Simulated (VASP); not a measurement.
# Zn (I4_1/amd) in VASP: notebook

Zn is run at these levels: PBE; tasks: single point.

Program: VASP 6.6.1. These are calculated values, not measurements. Logs are shortened: lines on timing, memory, paths and dates and some standing lists are left out, and cuts for length are marked.

## (1) The cell of the first run

Symmetry: I4_1/amd, No. 141, tetragonal system. The conventional cell has a = 4.525 Å, b = 4.525 Å, c = 2.294 Å, α = 90.00°, β = 90.00°, γ = 90.00°. Within 3.0 Å of Zn (site symmetry -4m2) lie 10 Zn at 2.29 to 2.84 Å.

## (2) Single point, PBE

Input file INCAR:

```
SYSTEM = Zn
PREC = Accurate ; ENCUT = 520
EDIFF = 1E-7 ; ISMEAR = -1
SIGMA = 0.05 ; LREAL = .FALSE.
LASPH = .TRUE. ; NELM = 80
ALGO = Normal ; ISIF = 2
LWAVE = .FALSE. ; LCHARG = .FALSE.
GGA = PE ; NBANDS = 19
```

Input file KPOINTS:

```
regular mesh
0
G
  18 18 18
  0 0 0
```

Input file POSCAR:

```
Zn
1.0
   -2.2622729446      2.2622729446      1.1471950499
    2.2622729446     -2.2622729446      1.1471950499
    2.2622729446      2.2622729446     -1.1471950499
Zn
2
Direct
   -0.3750000000     -0.1250000000     -0.2500000000
    0.3750000000      0.1250000000      0.2500000000
```

Potentials or basis: VASP PAW PBE potentials, release 64 (Zn).

Command:

```sh
$ cat potpaw_PBE.64/Zn/POTCAR > POTCAR
$ mpirun -np 1 vasp_std > vasp.out
```

OUTCAR:

```text
SYSTEM = Zn
   PREC = Accurate
   ENCUT = 520
   EDIFF = 1E-7
   ISMEAR = -1
   LREAL = .FALSE.
   LASPH = .TRUE.
   NELM = 80
   ISIF = 2
   GGA = PE

 ion  position               nearest neighbor table
   1  0.625  0.875  0.750-   2 2.33   2 2.33   2 2.33   2 2.33   2 2.84   2 2.84   2 2.84   2 2.84

   2  0.375  0.125  0.250-   1 2.33   1 2.33   1 2.33   1 2.33   1 2.84   1 2.84   1 2.84   1 2.84

  LATTYP: Found a body centered tetragonal cell.
 ALAT       =     4.5245458892
 C/A-ratio  =     0.5070984262

  Lattice vectors:

 A1 = (  -2.2622729446,   2.2622729446,   1.1471950499)
 A2 = (   2.2622729446,  -2.2622729446,   1.1471950499)
 A3 = (   2.2622729446,   2.2622729446,  -1.1471950499)

Analysis of symmetry for initial positions (statically):
=====================================================================
 Subroutine PRICEL returns:
 Original cell was already a primitive cell.

 Routine SETGRP: Setting up the symmetry group for a
 body centered tetragonal supercell.

 Subroutine GETGRP returns: Found 16 space group operations
 (whereof  4 operations were pure point group operations)
 out of a pool of 16 trial point group operations.

The static configuration has the point symmetry C_2h.
 The point group associated with its full space group is D_4h.

Analysis of symmetry for dynamics (positions and initial velocities):
=====================================================================
 Subroutine PRICEL returns:
 Original cell was already a primitive cell.

 Routine SETGRP: Setting up the symmetry group for a
 body centered tetragonal supercell.

 Subroutine GETGRP returns: Found 16 space group operations
 (whereof  4 operations were pure point group operations)
 out of a pool of 16 trial point group operations.

The dynamic configuration has the point symmetry C_2h.
 The point group associated with its full space group is D_4h.

 Subroutine INISYM returns: Found 16 space group operations
 (whereof  4 operations are pure point group operations),
 and found     1 'primitive' translations

----------------------------------------------------------------------------------------

                                     Primitive cell

  volume of cell :      23.4848

[... 80 lines left out ...]
   ISTART =      0    job   : 0-new  1-cont  2-samecut
   ICHARG =      2    charge: 1-file 2-atom 10-const
   ISPIN  =      1    spin polarized calculation?
   LNONCOLLINEAR =      F non collinear calculations
   LSORBIT =      F    spin-orbit coupling
   LASPH  =      T    aspherical Exc in radial PAW
   ENCUT  =  520.0 eV  38.22 Ry    6.18 a.u.   6.32  6.32  6.32*2*pi/ulx,y,z
   NELM   =     80;   NELMIN=  2; NELMDL= -5     # of ELM steps
   EDIFF  = 0.1E-06   stopping-criterion for ELM
   LREAL  =      F    real-space projection
   EDIFFG = 0.1E-05   stopping-criterion for IOM
   NSW    =      0    number of steps for IOM
   IBRION =     -1    ionic relax: 0-MD 1-quasi-New 2-CG
   NFREE  =      0    steps in history (QN), initial steepest desc. (CG)
   ISIF   =      2    stress and relaxation
   ISYM   =      2    0-nonsym 1-usesym 2-fastsym
   POTIM  = 0.5000    time-step for ionic-motion
   TEBEG  =    0.0;   TEEND  =   0.0 temperature during run
   PSTRESS=    0.0 pullay stress
   NELECT =      24.0000    total number of electrons
   NUPDOWN=      -1.0000    fix difference up-down
   EMIN   =  10.00;   EMAX   =-10.00  energy-range for DOS
   EFERMI =   0.00;   METHOD = LEGACY
   ISMEAR =    -1;   SIGMA  =   0.05  broadening in eV -4-tet -1-fermi 0-gaus
   EFERMI_NEDOS =   21; number of points for ismear=-14 and -15
   IALGO  =     38    algorithm
   IMIX   =      4    mixing-type and parameters
     AMIX     =   0.40;   BMIX     =  1.00
     AMIX_MAG =   1.60;   BMIX_MAG =  1.00
  volume/ion in A,a.u.               =      11.74        79.24
  Fermi-wavevector in a.u.,A,eV,Ry     =   1.648983  3.116126 36.996209  2.719145
  Thomas-Fermi vector in A             =   2.738180
   LORBIT       =      0    0 simple, 1 ext, 2 COOP (PROOUT), +10 PAW based schemes
   GGA     = PE    functional components
   LHFCALC =     F    Hartree Fock is set to
   AEXX    =    0.0000 exact exchange contribution
   IVDW    =     0    specifies the selected vdW correction
   LEPSILON=     F    determine dielectric tensor
   LRPA    =     F    only Hartree local field effects (RPA)
 non-spin polarized calculation
  energy-cutoff  :      520.00
  volume of cell :       23.48
 maximum number of plane-waves:       653
 NGX is ok and might be reduce to    28
   NGX = 13   NGY = 13   NGZ = 13

 number of electron      23.9999987 magnetization

 Free energy of the ion-electron system (eV)
  ---------------------------------------------------
  ext. energy  EPLUGINS =         0.00000000
  ---------------------------------------------------
  free energy    TOTEN  =        -0.55111166 eV

  energy without entropy =       -0.54717477  energy(sigma->0) =       -0.54914322

 E-fermi :   5.3224     XC(G=0): -12.9337

 val. band max:        5.2989651660   @ k =  -0.1667  -0.4444   0.1667
 cond. band min:       5.3283337650   @ k =  -0.3889   0.3889   0.2222
 fundamental gap:      0.0293685990
 Fermi energy:         5.3223964959

 k-point     1 :       0.0000    0.0000    0.0000
  band No.  band energies     occupation
      1      -7.4489      2.00000
      2      -4.6523      2.00000
      3      -4.4013      2.00000
      4      -4.3561      2.00000
      5      -4.1430      2.00000
      6      -2.6336      2.00000
[... 505 lines left out ...]
      6      -3.1217      2.00000
[... 11 lines left out ...]
     18      21.3265      0.00000
     19      22.0773      0.00000

 [... further k-points ...]

------------------------ aborting loop because EDIFF is reached ----------------------------------------

  FORCE on cell =-STRESS in cart. coord.  units (eV):
  Direction    XX          YY          ZZ          XY          YZ          ZX
  --------------------------------------------------------------------------------------
  -------------------------------------------------------------------------------------
  Total        8.0542780      8.0542780      8.1078510      0.0000000      0.0000000      0.0000000
  in kB      549.4775302    549.4775302    553.1323798      0.0000000      0.0000000      0.0000000
  external PRESSURE =     550.6958134 kB  Pullay stress =       0.0000000 kB

 VOLUME and BASIS-vectors are now :
 -----------------------------------------------------------------------------
  energy-cutoff  :      520.00
  volume of cell :       23.48
      direct lattice vectors                 reciprocal lattice vectors
    -2.262272945  2.262272945  1.147195050     0.000000000  0.221016655  0.435845674
     2.262272945 -2.262272945  1.147195050     0.221016655  0.000000000  0.435845674
     2.262272945  2.262272945 -1.147195050     0.221016655  0.221016655  0.000000000

 POSITION                                       TOTAL-FORCE (eV/Angst)
 -----------------------------------------------------------------------------------
      2.26227      1.13114      0.86040         0.000000     -0.000000     -0.000000
     -0.00000      1.13114      0.28680        -0.000000      0.000000      0.000000
 -----------------------------------------------------------------------------------
    total drift:                                0.000000      0.000000     -0.000000

  FREE ENERGIE OF THE ION-ELECTRON SYSTEM (eV)
  ---------------------------------------------------
  free  energy   TOTEN  =        -0.5511116640 eV

  energy  without entropy=       -0.5471747746  energy(sigma->0) =       -0.54914322
```

Wall time 1.8 min (1 thread of Intel Xeon 6975P-C (Granite Rapids), shared host); peak memory 0.3 GiB.

Results:

```yaml
Free_energy: -0.5511 eV
Pressure: 55.1 GPa
Band_gap_on_the_k_mesh: zero (band 12 reaches 10.22 eV, above the bottom of band 13 at 2.64 eV)
```

Levels at points of the mesh, in eV from the Fermi level:
```
           k point  band 8  band 9  band 10  band 11  band 12  band 13  band 14  band 15  band 16  band 17
(0.00, 0.00, 0.00)   -7.94   -7.94    -7.66    -7.29     1.07     1.07     5.68     6.88    16.21    16.21
(0.50, 0.00, 0.00)   -7.87   -7.68    -7.47    -3.50    -1.12     2.89     3.88     6.58     7.47    11.56
(0.50, 0.50, 0.00)   -8.00   -7.79    -7.79    -7.42    -7.42     6.19     6.19     8.82     8.82    19.14
(0.50, 0.50, 0.50)   -7.91   -7.89    -7.89    -5.18    -5.18    -2.68    -2.68    17.37    17.37    23.39
```

## (3) Single point, PBE

Input file INCAR:

```
SYSTEM = Zn
  PREC = Accurate
  ENCUT = 520
  EDIFF = 1E-6
  ISMEAR = -1
  SIGMA = 0.05
  LREAL = .FALSE.
  LASPH = .TRUE.
  NELM = 60
  ALGO = Normal
  ISIF = 2
  LWAVE = .FALSE.
  LCHARG = .TRUE.
  GGA = PE
  LELF = .TRUE.
  LVHAR = .TRUE.
  NBANDS = 19
```

Input file KPOINTS:

```
Automatic mesh
0
G
  18 18 18
  0 0 0
```

Input file POSCAR:

```
Zn
1.0
   -2.2622398449      2.2622398449      1.1471481127
    2.2622398449     -2.2622398449      1.1471481127
    2.2622398449      2.2622398449     -1.1471481127
Zn
2
Direct
   -0.3750000000     -0.1250000000     -0.2500000000
    0.3750000000      0.1250000000      0.2500000000
```

Potentials or basis: VASP PAW PBE potentials, release 64 (Zn).

Command:

```sh
$ cat potpaw_PBE.64/Zn/POTCAR > POTCAR
$ mpirun -np 1 vasp_std > vasp.out
```

Run time: 3.3 min. Hardware: 1 thread of AMD EPYC 7R43 (Zen 3), shared host; peak memory 0.26 GiB.

The run converged. Its results:

```yaml
Free_energy: -0.5505 eV
Pressure: 55.1 GPa
Band_gap_on_the_k_mesh: zero (band 12 reaches 10.22 eV, above the bottom of band 13 at 2.64 eV)
```

Stress tensor (GPa, compression positive):
```
54.93  0.00  0.00
 0.00 54.93  0.00
 0.00  0.00 55.30
```

Levels at points of the mesh, in eV from the Fermi level:
```
           k point  band 8  band 9  band 10  band 11  band 12  band 13  band 14  band 15  band 16  band 17
(0.00, 0.00, 0.00)   -7.94   -7.94    -7.66    -7.29     1.07     1.07     5.68     6.88    16.21    16.21
(0.50, 0.00, 0.00)   -7.87   -7.68    -7.47    -3.50    -1.12     2.89     3.88     6.58     7.47    11.56
(0.50, 0.50, 0.00)   -8.00   -7.79    -7.79    -7.42    -7.42     6.19     6.19     8.82     8.82    19.14
(0.50, 0.50, 0.50)   -7.91   -7.89    -7.89    -5.18    -5.18    -2.68    -2.68    17.38    17.38    23.39
```
